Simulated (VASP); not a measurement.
# SnSe2: relaxation of cell and atoms with r2SCAN+rVV10

SnSe2:

```
CELL_PARAMETERS angstrom
3.81100 0.00000 0.00000
-1.90550 3.30042 0.00000
0.00000 0.00000 6.13600
ATOMIC_POSITIONS crystal
Sn 0.00000 0.00000 0.00000
Se 0.33333 0.66667 0.24900
Se 0.66667 0.33333 0.75100
```

- Program: VASP 6.6.1
- Task: relaxation of cell and atoms
- Functional: r2SCAN
- Dispersion: rVV10
- Potentials or basis: VASP PAW PBE potentials, release 64 (Sn_d, Se)
- Cutoff: 600 eV
- k mesh: 9 × 9 × 6
- Occupations: gaussian, width 0.02 eV
- Spin: no spin polarisation
- Dipole correction: no
- Further INCAR settings: ALGO = Normal; EDIFF = 1e-06; IBRION = 2; EDIFFG = -0.002; NSW = 100; ISIF = 3

| Property | Result |
| --- | --- |
| Relaxed volume | 26.43 Å³/atom |
| Relaxed cell | a = 3.830 Å, b = 3.830 Å, c = 6.240 Å, α = 90.00°, β = 90.00°, γ = 120.00° |
| Space group after relaxing (to 0.1 Å) | P-3m1 (No. 164) |
| Energy gained by relaxing | 11.6 meV/atom |
| Ionic steps | 27 |
| Pressure after relaxing | 0.0 GPa |
| Band gap on the k mesh | 0.91 eV (least direct gap 1.46 eV) |

The path:
```
step  energy change (eV)  largest force (eV/Å)  pressure (GPa)  volume (Å³)
   1              0.0000                0.5812            2.90        77.18
   2             -0.0048                0.3691           -2.69        82.49
   3             -0.0330                0.0626           -0.22        79.86
   4             -0.0330                0.0722           -0.16        79.81
   5             -0.0345                0.0329           -0.05        79.55
   6             -0.0347                0.0108            0.01        79.41
   7             -0.0347                0.0089            0.02        79.40
   8             -0.0347                0.0014           -0.03        79.44
   9             -0.0347                0.0028           -0.04        79.43
  10             -0.0347                0.0044           -0.04        79.42
  11             -0.0347                0.0030           -0.01        79.42
  12             -0.0347                0.0008           -0.04        79.41
  13             -0.0347                0.0094           -0.05        79.38
  14             -0.0348                0.0040           -0.03        79.33
  15             -0.0348                0.0047            0.02        79.25
  16             -0.0348                0.0021            0.01        79.27
  17             -0.0348                0.0018            0.02        79.27
  18             -0.0348                0.0016           -0.01        79.30
  19             -0.0348                0.0006            0.00        79.29
  20             -0.0348                0.0012           -0.02        79.28
  21             -0.0348                0.0018           -0.01        79.28
  22             -0.0348                0.0025           -0.01        79.27
  23             -0.0348                0.0047            0.02        79.26
  24             -0.0348                0.0041            0.02        79.26
  25             -0.0348                0.0031            0.03        79.26
  26             -0.0348                0.0023           -0.01        79.27
  27             -0.0348                0.0014           -0.01        79.28
```

Final structure:
```xyz
3
Lattice="3.8300 0.0000 0.0000 -1.9150 3.3168 0.0000 0.0000 0.0000 6.2405" Properties=species:S:1:pos:R:3 pbc="T T T"
Sn    0.0000    0.0000    0.0000
Se    0.0000    2.2112    1.5775
Se    1.9150    1.1056    4.6630
```

Levels at points of the mesh, in eV from the valence-band top:
```csv
k point,band 11,band 12,band 13,band 14,band 15,band 16
"(0.00, 0.00, 0.00)",-0.29,-0.29,-0.10,1.40,3.55,5.06
"(0.00, 0.00, 0.50)",-0.67,-0.13,-0.13,2.80,3.49,4.79
```

Run time: 39 min on 1 thread of Intel(R) Xeon(R) 6975P-C (Granite Rapids), with other jobs on the host, peak memory 0.45 GiB.

Caveat: the PAW data sets were made with another functional, which shifts forces and pressure a little; spin-orbit coupling is left out, which moves the levels of the heavy elements; an odd mesh through Γ misses points on the zone boundary, where band edges can lie.
